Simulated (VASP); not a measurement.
# Ti (P6_3/mmc) in VASP: a series of runs

The runs below take Ti through single point, with r2SCAN.

Everything below comes from runs of VASP 6.6.1. Logs are shortened: lines on timing, memory, paths and dates and some standing lists are left out, and cuts for length are marked.

**1. The cell of the first run**

Symmetry: P6_3/mmc, No. 194, hexagonal system. The conventional cell has a = 2.906 Å, b = 2.906 Å, c = 4.664 Å, α = 90.00°, β = 90.00°, γ = 120.00°. Within 3.8 Å of Ti (site symmetry -6m2) lie 12 Ti at 2.87 to 2.91 Å.

**2. Single point, r2SCAN (biaxial strain in the a-b plane: -1.0 %)**

Input file POSCAR:

```
Ti
1.0
    2.9064389733      0.0000000000      0.0000000000
   -1.4532194867      2.5170499854      0.0000000000
    0.0000000000      0.0000000000      4.6640100631
Ti
2
Direct
    0.3333333333      0.6666666667      0.2500000000
    0.6666666667      0.3333333333      0.7500000000
```

Input file INCAR.step1:

```
SYSTEM = Ti
PREC = Accurate
ENCUT = 520
ISMEAR = 0
SIGMA = 0.1
LREAL = .FALSE.
LASPH = .TRUE.
NELM = 80
NBANDS = 19
GGA = PE
ALGO = Normal
EDIFF = 1E-4
LWAVE = .TRUE.
LCHARG = .FALSE.
```

Input file INCAR.step2:

```
SYSTEM = Ti
PREC = Accurate
ENCUT = 520
EDIFF = 1E-6
ISMEAR = 0
SIGMA = 0.1
LREAL = .FALSE.
LASPH = .TRUE.
NELM = 80
ALGO = Normal
ISIF = 2
LWAVE = .FALSE.
LCHARG = .TRUE.
METAGGA = R2SCAN
LMIXTAU = .TRUE.
LELF = .TRUE.
LVHAR = .TRUE.
NBANDS = 19
ISTART = 1
```

Input file KPOINTS:

```
Automatic mesh
0
G
  24 24 12
  0 0 0
```

Potentials or basis: VASP PAW PBE potentials, release 64 (Ti_sv).

The run is started by

```
> cat potpaw_PBE.64/Ti_sv/POTCAR > POTCAR
> cp INCAR.step1 INCAR
> mpirun -np 1 vasp_std > vasp.out
> cp INCAR.step2 INCAR
> mpirun -np 1 vasp_std > vasp.out
```

OUTCAR:

```text
SYSTEM = Ti
   PREC = Accurate
   ENCUT = 520
   EDIFF = 1E-6
   ISMEAR = 0
   LREAL = .FALSE.
   LASPH = .TRUE.
   NELM = 80
   ISIF = 2
   METAGGA = R2SCAN
   ISTART = 1

 ion  position               nearest neighbor table
   1  0.333  0.667  0.250-   2 2.87   2 2.87   2 2.87   2 2.87   2 2.87   2 2.87
   2  0.667  0.333  0.750-   1 2.87   1 2.87   1 2.87   1 2.87   1 2.87   1 2.87

  LATTYP: Found a hexagonal cell.
 ALAT       =     2.9064389733
 C/A-ratio  =     1.6047163233

  Lattice vectors:

 A1 = (   2.9064389733,   0.0000000000,   0.0000000000)
 A2 = (  -1.4532194867,   2.5170499854,   0.0000000000)
 A3 = (   0.0000000000,   0.0000000000,   4.6640100631)

Analysis of symmetry for initial positions (statically):
=====================================================================
 Subroutine PRICEL returns:
 Original cell was already a primitive cell.

 Routine SETGRP: Setting up the symmetry group for a
 hexagonal supercell.

 Subroutine GETGRP returns: Found 24 space group operations
 (whereof 12 operations were pure point group operations)
 out of a pool of 24 trial point group operations.

The static configuration has the point symmetry D_3d.
 The point group associated with its full space group is D_6h.

Analysis of symmetry for dynamics (positions and initial velocities):
=====================================================================
 Subroutine PRICEL returns:
 Original cell was already a primitive cell.

 Routine SETGRP: Setting up the symmetry group for a
 hexagonal supercell.

 Subroutine GETGRP returns: Found 24 space group operations
 (whereof 12 operations were pure point group operations)
 out of a pool of 24 trial point group operations.

The dynamic configuration has the point symmetry D_3d.
 The point group associated with its full space group is D_6h.

 Subroutine INISYM returns: Found 24 space group operations
 (whereof 12 operations are pure point group operations),
 and found     1 'primitive' translations

----------------------------------------------------------------------------------------

                                     Primitive cell

  volume of cell :      34.1203

  direct lattice vectors                    reciprocal lattice vectors
     2.906438973  0.000000000  0.000000000     0.344063649  0.198645241  0.000000000
    -1.453219487  2.517049985  0.000000000     0.000000000  0.397290481  0.000000000
     0.000000000  0.000000000  4.664010063     0.000000000  0.000000000  0.214407771

  length of vectors
     2.906438973  2.906438973  4.664010063     0.397290481  0.397290481  0.214407771

  position of ions in fractional coordinates (direct lattice)
     0.333333333  0.666666667  0.250000000
     0.666666667  0.333333333  0.750000000

  ion indices of the primitive-cell ions
   primitive index   ion index
                 1           1
                 2           2

----------------------------------------------------------------------------------------

 KPOINTS: Automatic mesh

Automatic generation of k-mesh.
 Grid dimensions read from file:
 generate k-points for:   24   24   12

 Generating k-lattice:

  Cartesian coordinates                     Fractional coordinates (reciprocal lattice)
     0.014335985  0.008276885  0.000000000     0.041666667  0.000000000  0.000000000
     0.000000000  0.016553770  0.000000000     0.000000000  0.041666667  0.000000000
     0.000000000  0.000000000  0.017867314     0.000000000  0.000000000  0.083333333

  Length of vectors
     0.016553770  0.016553770  0.017867314

  Shift w.r.t. Gamma in fractional coordinates (k-lattice)
     0.000000000  0.000000000  0.000000000

 Subroutine IBZKPT returns following result:
 ===========================================

 Found    427 irreducible k-points:

 Following reciprocal coordinates:
            Coordinates               Weight
  0.000000  0.000000  0.000000      1.000000
  0.041667  0.000000  0.000000      6.000000
  0.083333 -0.000000  0.000000      6.000000
  0.125000  0.000000  0.000000      6.000000
  0.166667  0.000000  0.000000      6.000000
  0.208333 -0.000000  0.000000      6.000000
[... 16 lines left out ...]
  0.416667  0.041667  0.000000     12.000000
  0.458333  0.041667  0.000000     12.000000
 [... further k-points ...]
   k-points           NKPTS =    427   k-points in BZ     NKDIM =    427   number of bands    NBANDS=     19
   number of dos      NEDOS =    301   number of ions     NIONS =      2
   total plane-waves  NPLWV =  20736
   dimension x,y,z NGX =    24 NGY =   24 NGZ =   36
   dimension x,y,z NGXF=    48 NGYF=   48 NGZF=   72
   ions per type =               2
   NGX,Y,Z   is equivalent  to a cutoff of  13.73, 13.73, 12.83 a.u.
   NGXF,Y,Z  is equivalent  to a cutoff of  27.46, 27.46, 25.66 a.u.
 SYSTEM =  Ti
   PREC   = accura    normal or accurate (medium, high low for compatibility)
   ISTART =      1    job   : 0-new  1-cont  2-samecut
   ICHARG =      0    charge: 1-file 2-atom 10-const
   ISPIN  =      1    spin polarized calculation?
   LNONCOLLINEAR =      F non collinear calculations
   LSORBIT =      F    spin-orbit coupling
   LASPH  =      T    aspherical Exc in radial PAW
   ENCUT  =  520.0 eV  38.22 Ry    6.18 a.u.   5.40  5.40  8.67*2*pi/ulx,y,z
   NELM   =     80;   NELMIN=  2; NELMDL=  0     # of ELM steps
   EDIFF  = 0.1E-05   stopping-criterion for ELM
   LREAL  =      F    real-space projection
[... 7 lines left out ...]
   TEBEG  =    0.0;   TEEND  =   0.0 temperature during run
   PSTRESS=    0.0 pullay stress
   NELECT =      24.0000    total number of electrons
   NUPDOWN=      -1.0000    fix difference up-down
   EMIN   =  10.00;   EMAX   =-10.00  energy-range for DOS
   EFERMI =   0.00;   METHOD = LEGACY
   ISMEAR =     0;   SIGMA  =   0.10  broadening in eV -4-tet -1-fermi 0-gaus
   EFERMI_NEDOS =   21; number of points for ismear=-14 and -15
   IALGO  =     38    algorithm
   IMIX   =      4    mixing-type and parameters
     AMIX     =   0.40;   BMIX     =  1.00
     AMIX_MAG =   1.60;   BMIX_MAG =  1.00
  volume/ion in A,a.u.               =      17.06       115.13
  Fermi-wavevector in a.u.,A,eV,Ry     =   1.455932  2.751312 28.840783  2.119738
  Thomas-Fermi vector in A             =   2.572909
   LORBIT       =      0    0 simple, 1 ext, 2 COOP (PROOUT), +10 PAW based schemes
   METAGGA = R2SCAN    functional components
   LHFCALC =     F    Hartree Fock is set to
   AEXX    =    0.0000 exact exchange contribution
   IVDW    =     0    specifies the selected vdW correction
   LEPSILON=     F    determine dielectric tensor
   LRPA    =     F    only Hartree local field effects (RPA)
 non-spin polarized calculation
 Gauss-broadening in eV      SIGMA  =   0.10
  energy-cutoff  :      520.00
  volume of cell :       34.12
 maximum number of plane-waves:       954
 NGX is ok and might be reduce to    24
   NGX = 11   NGY = 11   NGZ = 17

 number of electron      23.9999996 magnetization

 Free energy of the ion-electron system (eV)
  ---------------------------------------------------
  ext. energy  EPLUGINS =         0.00000000
  ---------------------------------------------------
  free energy    TOTEN  =       -25.89946511 eV

  energy without entropy =      -25.89158531  energy(sigma->0) =      -25.89552521

 E-fermi :   8.5925     XC(G=0): -12.4886

 val. band max:        8.5872678984   @ k =   0.1667   0.0417   0.2500
 cond. band min:       8.5953227071   @ k =   0.0000   0.0000   0.5000
 fundamental gap:      0.0080548086
 Fermi energy:         8.5925201243

 k-point     1 :       0.0000    0.0000    0.0000
  band No.  band energies     occupation
      1     -50.6103      2.00000
      2     -50.4632      2.00000
      3     -26.1825      2.00000
      4     -25.4778      2.00000
      5     -25.4778      2.00000
      6     -25.4218      2.00000
[... 11 lines left out ...]
     18      10.5209      0.00000
     19      12.0544      0.00000

 k-point     2 :       0.0417    0.0000    0.0000
  band No.  band energies     occupation
      1     -50.6083      2.00000
      2     -50.4623      2.00000
      3     -26.1782      2.00000
      4     -25.4870      2.00000
      5     -25.4808      2.00000
      6     -25.4234      2.00000
[... 11 lines left out ...]
     18      10.4900      0.00000
     19      12.0708      0.00000

 k-point     3 :       0.0833   -0.0000    0.0000
  band No.  band energies     occupation
      1     -50.6024      2.00000
      2     -50.4597      2.00000
      3     -26.1656      2.00000
      4     -25.5138      2.00000
      5     -25.4895      2.00000
      6     -25.4283      2.00000
[... 11 lines left out ...]
     18      10.4036      0.00000
     19      12.1144      0.00000

 k-point     4 :       0.1250    0.0000    0.0000
  band No.  band energies     occupation
      1     -50.5930      2.00000
      2     -50.4557      2.00000
      3     -26.1451      2.00000
      4     -25.5567      2.00000
      5     -25.5030      2.00000
      6     -25.4576      2.00000
[... 11 lines left out ...]
     18      10.2972      0.00000
     19      12.1738      0.00000

 k-point     5 :       0.1667    0.0000    0.0000
  band No.  band energies     occupation
      1     -50.5805      2.00000
      2     -50.4507      2.00000
      3     -26.1174      2.00000
      4     -25.6128      2.00000
      5     -25.5203      2.00000
      6     -25.5136      2.00000
[... 11 lines left out ...]
     18      10.5123      0.00000
     19      12.2373      0.00000

 k-point     6 :       0.2083   -0.0000    0.0000
  band No.  band energies     occupation
      1     -50.5656      2.00000
      2     -50.4451      2.00000
      3     -26.0836      2.00000
      4     -25.6786      2.00000
      5     -25.5775      2.00000
      6     -25.5399      2.00000
[... 11 lines left out ...]
     18      10.7727      0.00000
     19      12.2970      0.00000

 k-point     7 :       0.2500    0.0000    0.0000
  band No.  band energies     occupation
      1     -50.5492      2.00000
      2     -50.4396      2.00000
      3     -26.0451      2.00000
      4     -25.7495      2.00000
      5     -25.6447      2.00000
      6     -25.5605      2.00000
[... 11 lines left out ...]
     18      11.0662      0.00000
     19      12.3486      0.00000

 k-point     8 :       0.2917    0.0000    0.0000
  band No.  band energies     occupation
      1     -50.5321      2.00000
      2     -50.4347      2.00000
      3     -26.0034      2.00000
      4     -25.8206      2.00000
      5     -25.7106      2.00000
      6     -25.5808      2.00000
[... 256 lines left out ...]
 k-point    20 :       0.2917    0.0417    0.0000
  band No.  band energies     occupation
      1     -50.5227      2.00000
      2     -50.4324      2.00000
      3     -25.9795      2.00000
      4     -25.8536      2.00000
      5     -25.7450      2.00000
      6     -25.5922      2.00000
[... 11 lines left out ...]
     18      11.6254      0.00000
     19      12.3938      0.00000

 k-point    21 :       0.3333    0.0417    0.0000
  band No.  band energies     occupation
      1     -50.5066      2.00000
      2     -50.4293      2.00000
      3     -25.9370      2.00000
      4     -25.9152      2.00000
      5     -25.7988      2.00000
      6     -25.6110      2.00000
[... 11 lines left out ...]
     18      11.9682      0.00000
     19      12.4199      0.00000

 k-point    22 :       0.3750    0.0417    0.0000
  band No.  band energies     occupation
      1     -50.4925      2.00000
      2     -50.4277      2.00000
      3     -25.9655      2.00000
      4     -25.8972      2.00000
      5     -25.8424      2.00000
      6     -25.6260      2.00000
[... 11 lines left out ...]
     18      12.3278      0.00000
     19      12.4380      0.00000

 k-point    23 :       0.4167    0.0417    0.0000
  band No.  band energies     occupation
      1     -50.4816      2.00000
      2     -50.4275      2.00000
      3     -26.0010      2.00000
      4     -25.8731      2.00000
      5     -25.8646      2.00000
      6     -25.6365      2.00000
[... 11 lines left out ...]
     18      12.4492      0.00000
     19      12.7407      0.00000

 k-point    24 :       0.4583    0.0417    0.0000
  band No.  band energies     occupation
      1     -50.4756      2.00000
      2     -50.4278      2.00000
      3     -26.0194      2.00000
      4     -25.8889      2.00000
      5     -25.8453      2.00000
      6     -25.6419      2.00000
[... 11 lines left out ...]
     18      12.4546      0.00000
     19      13.1645      0.00000

 [... further k-points ...]
[... 5 lines left out ...]
  --------------------------------------------------------------------------------------
  -------------------------------------------------------------------------------------
  Total        0.5874828      0.5874828      0.1692203     -0.0000000      0.0000000      0.0000000
  in kB       27.5862851     27.5862851      7.9460351     -0.0000000      0.0000000      0.0000000
  external PRESSURE =      21.0395351 kB  Pullay stress =       0.0000000 kB

 VOLUME and BASIS-vectors are now :
 -----------------------------------------------------------------------------
  energy-cutoff  :      520.00
  volume of cell :       34.12
      direct lattice vectors                 reciprocal lattice vectors
     2.906438973  0.000000000  0.000000000     0.344063649  0.198645241  0.000000000
    -1.453219487  2.517049985  0.000000000     0.000000000  0.397290481  0.000000000
     0.000000000  0.000000000  4.664010063     0.000000000  0.000000000  0.214407771

 POSITION                                       TOTAL-FORCE (eV/Angst)
 -----------------------------------------------------------------------------------
     -0.00000      1.67803      1.16600         0.000000     -0.000000      0.000000
      1.45322      0.83902      3.49801        -0.000000      0.000000      0.000000
 -----------------------------------------------------------------------------------
    total drift:                               -0.000000      0.000000     -0.000000

  FREE ENERGIE OF THE ION-ELECTRON SYSTEM (eV)
  ---------------------------------------------------
  free  energy   TOTEN  =       -25.8994651138 eV

  energy  without entropy=      -25.8915853107  energy(sigma->0) =      -25.89552521
```

Run time: 19 min. Hardware: 1 thread of Intel Xeon 8259CL, shared host; peak memory 0.34 GiB.

What came out:

```
Free energy            : -25.8995 eV
Pressure               : 2.1 GPa
Band gap on the k mesh : zero (bands 12 and 13 overlap by 1.30 eV)
```

Caveat: the cell differs from its parent crystal (biaxial strain in the a-b plane: -1.0 %); the PAW data sets were made with another functional, which shifts forces and pressure a little.

**3. Single point, r2SCAN (biaxial strain in the a-b plane: -1.0 %, then relaxed in part)**

Changes to POSCAR since step 2:

```diff
@@ -4,3 +4,3 @@
    -1.4532194867      2.5170499854      0.0000000000
-    0.0000000000      0.0000000000      4.6640100631
+    0.0000000000      0.0000000000      4.6732817743
 Ti
```

Input file INCAR.step1:

```
SYSTEM = Ti
  PREC = Accurate
  ENCUT = 520
  ISMEAR = 0
  SIGMA = 0.1
  LREAL = .False.
  LASPH = .True.
  NELM = 100
  NBANDS = 19
  GGA = PE
  ALGO = Normal
  EDIFF = 1E-4
  LWAVE = .True.
  LCHARG = .False.
```

Input file INCAR.step2:

```
SYSTEM = Ti
  PREC = Accurate
  ENCUT = 520
  EDIFF = 1E-6
  ISMEAR = 0
  SIGMA = 0.1
  LREAL = .False.
  LASPH = .True.
  NELM = 100
  ALGO = Normal
  ISIF = 2
  LWAVE = .False.
  LCHARG = .True.
  METAGGA = R2SCAN
  LMIXTAU = .True.
  LELF = .True.
  LVHAR = .True.
  NBANDS = 19
  ISTART = 1
```

Input file KPOINTS:

```
regular mesh
0
Gamma
  24 24 12
  0 0 0
```

Potentials or basis: VASP PAW PBE potentials, release 64 (Ti_sv).

The run is started by

```
> cat potpaw_PBE.64/Ti_sv/POTCAR > POTCAR
> cp INCAR.step1 INCAR
> mpirun -np 1 vasp_std > vasp.out
> cp INCAR.step2 INCAR
> mpirun -np 1 vasp_std > vasp.out
```

It took 20 min on 1 thread of Intel Xeon 8259CL, shared host; peak memory 0.34 GiB.

The run converged. Its results:

```yaml
Free_energy: -25.8998 eV
Pressure: 1.9 GPa
Band_gap_on_the_k_mesh: zero (bands 12 and 13 overlap by 1.29 eV)
```

Stress tensor (GPa, compression positive):
```
2.60 0.00 0.00
0.00 2.60 0.00
0.00 0.00 0.38
```

Levels at points of the mesh, in eV from the Fermi level:
```tsv
k point	band 10	band 11	band 12	band 13	band 14	band 15
(0.00, 0.00, 0.00)	-2.91	0.45	0.88	0.89	0.89	1.41
(0.50, 0.00, 0.00)	-2.32	-2.01	-0.76	0.65	0.70	1.22
(0.00, 0.00, 0.50)	-4.73	0.00	0.00	0.83	0.83	0.83
(0.50, 0.00, 0.50)	-2.73	-0.92	-0.92	1.30	1.30	1.99
```

Caveat: the cell differs from its parent crystal (biaxial strain in the a-b plane: -1.0 %, then relaxed in part); the PAW data sets were made with another functional, which shifts forces and pressure a little.
